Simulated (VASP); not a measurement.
# PrBiC (P4/mmm) in VASP: further runs, part 2 of 2

VASP 6.6.1. The steps go on from the part before.

## 3. Single point, PBE

This run uses another cell than the first one, of 28.40 Å³/atom.

Input file INCAR:

```
SYSTEM = PrBiC
PREC     = Accurate       ! precision mode
ENCUT    = 600            ! plane-wave cutoff, eV
EDIFF    = 1E-6           ! SCF threshold, eV
ISMEAR   = 0              ! smearing method
SIGMA    = 0.1            ! smearing width, eV
LREAL    = .FALSE.        ! projectors in reciprocal space
LASPH    = .TRUE.         ! aspherical terms in the spheres
NELM     = 200            ! most SCF steps
ALGO     = Normal         ! electronic algorithm
ISIF     = 2              ! what is computed and relaxed
LWAVE    = .FALSE.        ! write WAVECAR
LCHARG   = .FALSE.        ! write CHGCAR
GGA      = PE             ! functional
NBANDS   = 22             ! bands
GGA_COMPAT= .FALSE.      
LMAXMIX  = 6              ! l up to which the mixer works
```

Input file KPOINTS:

```
Automatic mesh
0
G
  14 14 8
  0 0 0
```

Input file POSCAR:

```
PrBiC
1.0
    3.5270594878      0.0000000000      0.0000000000
    0.0000000000      3.5270594878      0.0000000000
    0.0000000000      0.0000000000      6.8478026350
Pr Bi C
1 1 1
Direct
    0.5000000000      0.5000000000      0.0000000000
    0.5000000000      0.5000000000      0.5000000000
    0.0000000000      0.0000000000      0.0000000000
```

Potentials or basis: VASP PAW PBE potentials, release 64 (Pr_3, Bi_d, C), 4f in core.

Command:

```bash
cat potpaw_PBE.64/Pr_3/POTCAR potpaw_PBE.64/Bi_d/POTCAR potpaw_PBE.64/C/POTCAR > POTCAR
mpirun -np 1 vasp_std > vasp.out
```

OUTCAR:

```text
SYSTEM = PrBiC
   PREC = Accurate
   ENCUT = 600
   EDIFF = 1E-6
   ISMEAR = 0
   LREAL = .FALSE.
   LASPH = .TRUE.
   NELM = 200
   ISIF = 2
   GGA = PE

 ion  position               nearest neighbor table
   1  0.500  0.500  0.000-   3 2.49   3 2.49   3 2.49   3 2.49   2 3.42   2 3.42
   2  0.500  0.500  0.500-   1 3.42   1 3.42
   3  0.000  0.000  0.000-   1 2.49   1 2.49   1 2.49   1 2.49

  LATTYP: Found a simple tetragonal cell.
 ALAT       =     3.5270594878
 C/A-ratio  =     1.9415047177

  Lattice vectors:

 A1 = (   3.5270594878,   0.0000000000,   0.0000000000)
 A2 = (   0.0000000000,   3.5270594878,   0.0000000000)
 A3 = (   0.0000000000,   0.0000000000,   6.8478026350)

Analysis of symmetry for initial positions (statically):
=====================================================================
 Subroutine PRICEL returns:
 Original cell was already a primitive cell.

 Routine SETGRP: Setting up the symmetry group for a
 simple tetragonal supercell.

 Subroutine GETGRP returns: Found 16 space group operations
 (whereof 16 operations were pure point group operations)
 out of a pool of 16 trial point group operations.

The static configuration has the point symmetry D_4h.

Analysis of symmetry for dynamics (positions and initial velocities):
=====================================================================
 Subroutine PRICEL returns:
 Original cell was already a primitive cell.

 Routine SETGRP: Setting up the symmetry group for a
 simple tetragonal supercell.

 Subroutine GETGRP returns: Found 16 space group operations
 (whereof 16 operations were pure point group operations)
 out of a pool of 16 trial point group operations.

The dynamic configuration has the point symmetry D_4h.

[... 112 lines left out ...]
   NUPDOWN=      -1.0000    fix difference up-down
   EMIN   =  10.00;   EMAX   =-10.00  energy-range for DOS
   EFERMI =   0.00;   METHOD = LEGACY
   ISMEAR =     0;   SIGMA  =   0.10  broadening in eV -4-tet -1-fermi 0-gaus
   EFERMI_NEDOS =   21; number of points for ismear=-14 and -15
   IALGO  =     38    algorithm
   IMIX   =      4    mixing-type and parameters
     AMIX     =   0.40;   BMIX     =  1.00
     AMIX_MAG =   1.60;   BMIX_MAG =  1.00
  volume/ion in A,a.u.               =      28.40       191.62
  Fermi-wavevector in a.u.,A,eV,Ry     =   1.156085  2.184683 18.184619  1.336532
  Thomas-Fermi vector in A             =   2.292708
   LORBIT       =      0    0 simple, 1 ext, 2 COOP (PROOUT), +10 PAW based schemes
   GGA     = PE    functional components
   LHFCALC =     F    Hartree Fock is set to
   AEXX    =    0.0000 exact exchange contribution
   IVDW    =     0    specifies the selected vdW correction
   LEPSILON=     F    determine dielectric tensor
   LRPA    =     F    only Hartree local field effects (RPA)
 non-spin polarized calculation
 Gauss-broadening in eV      SIGMA  =   0.10
  energy-cutoff  :      600.00
  volume of cell :       85.19
 maximum number of plane-waves:      2884
   NGX = 15   NGY = 15   NGZ = 27

 number of electron      30.0000004 magnetization

 Free energy of the ion-electron system (eV)
  ---------------------------------------------------
  ext. energy  EPLUGINS =         0.00000000
  ---------------------------------------------------
  free energy    TOTEN  =       -15.51010916 eV

  energy without entropy =      -15.48994607  energy(sigma->0) =      -15.50002761

 E-fermi :   3.4945     XC(G=0):  -9.3598

 val. band max:        3.4917856285   @ k =   0.2143   0.1429   0.5000
 cond. band min:       3.4984914681   @ k =   0.5000   0.2857   0.3750
 fundamental gap:      0.0067058396
 Fermi energy:         3.4944809715

 k-point     1 :       0.0000    0.0000    0.0000
  band No.  band energies     occupation
      1     -31.6505      2.00000
      2     -19.0149      2.00000
      3     -18.8768      2.00000
      4     -18.8564      2.00000
      5     -18.8062      2.00000
      6     -18.8062      2.00000
[... 589 lines left out ...]
     21       9.1158      0.00000
     22      11.1478      0.00000

 [... further k-points ...]

------------------------ aborting loop because EDIFF is reached ----------------------------------------

  FORCE on cell =-STRESS in cart. coord.  units (eV):
  Direction    XX          YY          ZZ          XY          YZ          ZX
  --------------------------------------------------------------------------------------
  -------------------------------------------------------------------------------------
  Total       -0.0911479     -0.0911479      0.0297067      0.0000000     -0.0000000      0.0000000
  in kB       -1.7142754     -1.7142754      0.5587120      0.0000000     -0.0000000      0.0000000
  external PRESSURE =      -0.9566129 kB  Pullay stress =       0.0000000 kB

 VOLUME and BASIS-vectors are now :
 -----------------------------------------------------------------------------
  energy-cutoff  :      600.00
  volume of cell :       85.19
      direct lattice vectors                 reciprocal lattice vectors
     3.527059488  0.000000000  0.000000000     0.283522295  0.000000000  0.000000000
     0.000000000  3.527059488  0.000000000     0.000000000  0.283522295  0.000000000
     0.000000000  0.000000000  6.847802635     0.000000000  0.000000000  0.146032246

 POSITION                                       TOTAL-FORCE (eV/Angst)
 -----------------------------------------------------------------------------------
      1.76353      1.76353      0.00000         0.000000      0.000000      0.000000
      1.76353      1.76353      3.42390         0.000000      0.000000      0.000000
      0.00000      0.00000      0.00000         0.000000      0.000000      0.000000
 -----------------------------------------------------------------------------------
    total drift:                                0.000000      0.000000      0.000000

  FREE ENERGIE OF THE ION-ELECTRON SYSTEM (eV)
  ---------------------------------------------------
  free  energy   TOTEN  =       -15.5101091592 eV

  energy  without entropy=      -15.4899460668  energy(sigma->0) =      -15.50002761
```

OSZICAR:

```text
N       E                     dE             d eps       ncg     rms          rms(c)
DAV:   1     0.285102988347E+03    0.28510E+03   -0.16095E+04  7920   0.155E+03
DAV:   2     0.553575027066E+01   -0.27957E+03   -0.26692E+03  8226   0.398E+02
DAV:   3    -0.198780547676E+02   -0.25414E+02   -0.24620E+02 11974   0.120E+02
DAV:   4    -0.216037394547E+02   -0.17257E+01   -0.17169E+01 11958   0.231E+01
DAV:   5    -0.216566617670E+02   -0.52922E-01   -0.52873E-01 11324   0.365E+00    0.125E+01
DAV:   6    -0.181996775107E+02    0.34570E+01   -0.69244E+01  9488   0.213E+01    0.894E+00
DAV:   7    -0.155614311327E+02    0.26382E+01   -0.98457E+00  9200   0.940E+00    0.334E+00
DAV:   8    -0.155101975899E+02    0.51234E-01   -0.76947E-01 10246   0.370E+00    0.170E+00
DAV:   9    -0.155229640915E+02   -0.12767E-01   -0.97796E-02 10482   0.154E+00    0.619E-01
DAV:  10    -0.155107941642E+02    0.12170E-01   -0.28924E-02  9860   0.894E-01    0.254E-01
DAV:  11    -0.155100837819E+02    0.71038E-03   -0.58811E-03 12000   0.318E-01    0.112E-01
DAV:  12    -0.155102222843E+02   -0.13850E-03   -0.84752E-04  9610   0.130E-01    0.783E-02
DAV:  13    -0.155101466022E+02    0.75682E-04   -0.11892E-03 11190   0.130E-01    0.432E-02
DAV:  14    -0.155101125346E+02    0.34068E-04   -0.21985E-04  9524   0.575E-02    0.114E-02
DAV:  15    -0.155101094924E+02    0.30422E-05   -0.21513E-05  9692   0.218E-02    0.439E-03
DAV:  16    -0.155101091592E+02    0.33321E-06   -0.22581E-06  6946   0.728E-03
   1 F= -.15510109E+02 E0= -.15500028E+02  d E =-.201631E-01
```

Wall time 5.2 min (1 thread of Intel Xeon Platinum 8259CL at 2.50GHz (Skylake/Cascade Lake), shared host); peak memory 0.55 GiB.

Results:

* Free energy: -15.5101 eV
* Pressure: -0.1 GPa
* Band gap on the k mesh: zero (bands 15 and 16 overlap by 2.04 eV)

Caveat: spin-orbit coupling is left out, which moves the levels of the heavy elements; the 4f electrons are frozen in the core, so they carry no moment and show no levels. Spin polarisation is off, so any magnetic state and its effect on volume and gap are missing.

## 4. Single point, PBE+D3(BJ)

This run uses another cell than the first one, of 28.40 Å³/atom.

Input file INCAR:

```
SYSTEM = PrBiC
PREC = Accurate
ENCUT = 600
EDIFF = 1E-6
ISMEAR = 0
SIGMA = 0.1
LREAL = .False.
LASPH = .True.
NELM = 200
ALGO = Normal
ISIF = 2
LWAVE = .False.
LCHARG = .True.
GGA = PE
IVDW = 12
LELF = .True.
LVHAR = .True.
NBANDS = 22
GGA_COMPAT = .False.
LMAXMIX = 6
```

Input file KPOINTS:

```
Automatic mesh
0
Gamma
  14 14 8
  0 0 0
```

POSCAR is that of step 3.

Command:

```bash
cat potpaw_PBE.64/Pr_3/POTCAR potpaw_PBE.64/Bi_d/POTCAR potpaw_PBE.64/C/POTCAR > POTCAR
mpirun -np 1 vasp_std > vasp.out
```

Run time: 5.9 min. Hardware: 1 thread of Intel Xeon Platinum 8259CL at 2.50GHz (Skylake/Cascade Lake), shared host; peak memory 0.56 GiB.

It converged, with:

```yaml
Free_energy: -16.4135 eV
Pressure: -1.9 GPa
Band_gap_on_the_k_mesh: zero (bands 15 and 16 overlap by 2.04 eV)
Dispersion_energy_per_atom: -0.301 eV
```

Stress tensor (GPa, compression positive):
```
-1.89  0.00  0.00
 0.00 -1.89  0.00
 0.00  0.00 -1.76
```

Levels at points of the mesh, in eV from the Fermi level:
```csv
k point,band 11,band 12,band 13,band 14,band 15,band 16,band 17,band 18,band 19,band 20
"(0.00, 0.00, 0.00)",-9.03,-2.09,0.49,0.96,1.15,1.15,2.38,3.24,3.24,4.58
"(0.50, 0.00, 0.00)",-6.88,-2.86,-2.76,-1.86,-1.68,-0.17,3.44,4.43,5.16,5.21
"(0.50, 0.50, 0.00)",-8.85,-1.60,-1.60,0.29,1.07,1.07,1.20,1.55,1.55,4.24
"(0.00, 0.00, 0.50)",-9.08,-2.53,-0.22,0.49,1.16,1.16,2.82,2.82,5.34,5.34
"(0.50, 0.00, 0.50)",-6.88,-3.34,-2.82,-1.86,-1.27,-0.75,3.91,4.36,5.66,6.02
"(0.50, 0.50, 0.50)",-8.73,-1.78,-1.78,-0.20,0.21,0.96,0.96,2.41,2.41,4.80
```

Caveat: spin-orbit coupling is left out, which moves the levels of the heavy elements; the 4f electrons are frozen in the core, so they carry no moment and show no levels. Spin polarisation is off, so any magnetic state and its effect on volume and gap are missing.

## 5. Summary

```tsv
task	level	cell	k mesh	gap on the mesh (eV)	pressure (GPa)
relaxation of cell and atoms	PBE	relaxed from a = 3.586, b = 3.586, c = 6.648 Å, 3 atoms	6 × 6 × 4	none	0.0
single point	PBE	a = 3.527, b = 3.527, c = 6.848 Å, 3 atoms	14 × 14 × 8	none	-0.1
single point	PBE+D3(BJ)	a = 3.527, b = 3.527, c = 6.848 Å, 3 atoms	14 × 14 × 8	none	-1.9
```

Alike in all rows: potentials or basis VASP PAW PBE potentials, release 64 (Pr_3, Bi_d, C), 4f in core; no spin polarisation; cutoff (eV) 600; smearing gaussian 0.1 eV.

Caveats: spin-orbit coupling is left out, which moves the levels of the heavy elements; the 4f electrons are frozen in the core, so they carry no moment and show no levels.

Total energies depend on the potentials used, so only differences within one code and one set of settings carry meaning.

The gap in the log of VASP goes by the Fermi energy; the results here count the filled bands.